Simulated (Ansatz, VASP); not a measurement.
# HgTe in VASP and in Ansatz

```xyz
2
Lattice="0.0000 3.3462 3.3462 3.3462 0.0000 3.3462 3.3462 3.3462 0.0000" Properties=species:S:1:pos:R:3 pbc="T T T"
Hg    0.0000    0.0000    0.0000
Te    1.6731    1.6731    1.6731
```

Alike in both runs: task single point; functional PBE; k mesh 10 × 10 × 10; occupations gaussian, width 0.05 eV; no spin polarisation.

|  | VASP | Ansatz |
| --- | --- | --- |
| version | VASP 6.6.1 | Ansatz 0.2.0 |
| potentials or method | VASP PAW PBE potentials, release 64 (Hg, Te), cutoff 520 eV | scalar-relativistic, plane waves, PAW |
| valence electrons in the cell | 18 | 36 |

|  | VASP | Ansatz | Ansatz less VASP |
| --- | --- | --- | --- |
| gap on the k mesh at the Fermi level (eV) | none | none | - |
| pressure (GPa) | -0.6 | -0.6 | -0.04 |

A gap of «none» marks a metal or a gap that the smearing closes. VASP's potentials hold 18 valence electrons a cell and Ansatz's 36, so a difference there can come from the potentials and not from the codes.

Neither program's run includes spin-orbit coupling.
